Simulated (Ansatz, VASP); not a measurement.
**MgI2: VASP beside Ansatz**

```xyz
3
Lattice="0.0000 3.6968 3.6968 3.6968 0.0000 3.6968 3.6968 3.6968 0.0000" Properties=species:S:1:pos:R:3 pbc="T T T"
Mg    0.0000    0.0000    0.0000
I     1.8484    1.8484    1.8484
I     5.5451    5.5451    5.5451
```

Change from the starting cell: hydrostatic strain -1.6%.

Alike in both runs: task single point; functional PBE; k mesh 6 × 6 × 6; occupations fermi-dirac, width 0.02 eV; no spin polarisation.

```csv
,VASP,Ansatz
version,VASP 6.6.1,Ansatz 0.2.0
potentials or method,"VASP PAW PBE potentials, release 64 (Mg, I)","plane waves, PAW"
plane-wave cutoff (eV),520,420
valence electrons in the cell,16,44
```

Ansatz gave:

| Quantity | Value |
| --- | --- |
| pressure (GPa) | 1.8 |

Problem. What did VASP give for the same quantities?

Solution. Pressure (GPa): 1.7.

The functional is the same, so the differences come from potentials, cutoffs and numerics. VASP's potentials hold 16 valence electrons a cell and Ansatz's 44, so a difference there can come from the potentials and not from the codes.

Neither program's run includes spin-orbit coupling.
